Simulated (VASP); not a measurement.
Runs of VASP 6.6.1 on GaSb. The structure is that of space group I-4m2 (No. 119), or close to it. The cells are those of the table. 

```csv
cell,gap on the mesh (eV),pressure (GPa)
"a = 4.173 Å, angles 97.0, 97.0, 139.2°, 2 atoms",none,5.5
"a = 4.114 Å, angles 98.1, 98.1, 136.0°, 2 atoms",none,4.7
"a = 4.076 Å, angles 99.4, 99.4, 132.4°, 2 atoms",none,(b)
"a = 4.111 Å, angles 97.8, 97.8, 136.7°, 2 atoms",none,5.6
"a = 4.054 Å, angles 99.2, 99.2, 132.9°, 2 atoms",none,5.7
"a = 4.019 Å, angles 100.4, 100.4, 129.7°, 2 atoms",none,6.2
"a = 4.238 Å, angles 96.2, 96.2, 141.7°, 2 atoms",none,(a)
```

Alike in all rows: task single point; level PBE; potentials or basis VASP PAW PBE potentials, release 64 (Ga_d, Sb); no spin polarisation; k mesh 16 × 16 × 16; cutoff (eV) 520; smearing gaussian 0.15 eV.

Task: Fill in the values left out.

Result: (a) 6.9; (b) 4.4.

Caveats: spin-orbit coupling is left out, which moves the levels of the heavy elements; the cell stands under pressure (at least some runs); the stress differs along the axes, from 3 to 10 GPa (at least some runs); the stress differs along the axes, from 1 to 6 GPa (at least some runs); the stress differs along the axes, from 2 to 8 GPa (at least some runs); the stress differs along the axes, from 2 to 9 GPa (at least some runs); the stress differs along the axes, from 2 to 17 GPa (at least some runs).

A k mesh can miss the band edges, and the runs leave out spin-orbit coupling on Ga, Sb.

A gap of «none» marks levels without a gap at the run's occupations.
